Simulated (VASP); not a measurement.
Wanted: the native input for a VASP 6.6.1 run.

```
Task                   : relaxation of cell and atoms
Functional             : LDA
Potentials or basis    : VASP PAW LDA potentials, release 64 (Ti_sv)
Cutoff                 : 600 eV
k mesh                 : 18 × 18 × 18
Occupations            : fermi-dirac, width 0.05 eV
Spin                   : no spin polarisation
Target pressure        : 17 GPa
Dipole correction      : no
Further INCAR settings : ALGO = Normal; EDIFF = 1e-06; IBRION = 2; EDIFFG = -0.005; NSW = 60; ISIF = 3
```

The structure of Ti lies in POSCAR:

```
Ti
1.0
   -1.5293407141      1.5293407141      1.5293407141
    1.5293407141     -1.5293407141      1.5293407141
    1.5293407141      1.5293407141     -1.5293407141
Ti
1
Direct
    0.0000000000      0.0000000000      0.0000000000
```

One way to write it, as run:

INCAR

```
SYSTEM = Ti
ALGO = Normal
EDIFF = 1E-6
EDIFFG = -0.005
ENCUT = 600
GGA = CA
IBRION = 2
ISIF = 3
ISMEAR = -1
LASPH = .TRUE.
LCHARG = .FALSE.
LREAL = .FALSE.
LWAVE = .FALSE.
NELM = 60
NSW = 60
PREC = Accurate
PSTRESS = 170.0
SIGMA = 0.05
```

KPOINTS

```
k-points
0
G
  18 18 18
  0 0 0
```

Potentials or basis: VASP PAW LDA potentials, release 64 (Ti_sv).

Command:

```bash
$ cat potpaw_LDA.64/Ti_sv/POTCAR > POTCAR
$ mpirun -np 1 vasp_std > vasp.out
```

It gave:

```yaml
Relaxed_volume: 14.05 Å³/atom
Relaxed_cell: a = 2.633 Å, b = 2.633 Å, c = 2.633 Å, α = 109.47°, β = 109.47°, γ = 109.47°
Space_group_after_relaxing_to_0.05_Å: Im-3m (No. 229)
Energy_change_on_relaxing_the_enthalpy_is_what_falls: +24.9 meV/atom
Ionic_steps: 3
Pressure_after_relaxing: 17.0 GPa
Band_gap_on_the_k_mesh: zero (band 6 reaches 11.35 eV, above the bottom of band 7 at 9.50 eV)
```

Caveat: the cell is relaxed towards a set pressure, so the enthalpy falls and the energy may rise.

It took 24 s on 1 thread of Intel(R) Xeon(R) 6975P-C (Granite Rapids), on a shared host, peak memory 0.17 GiB.
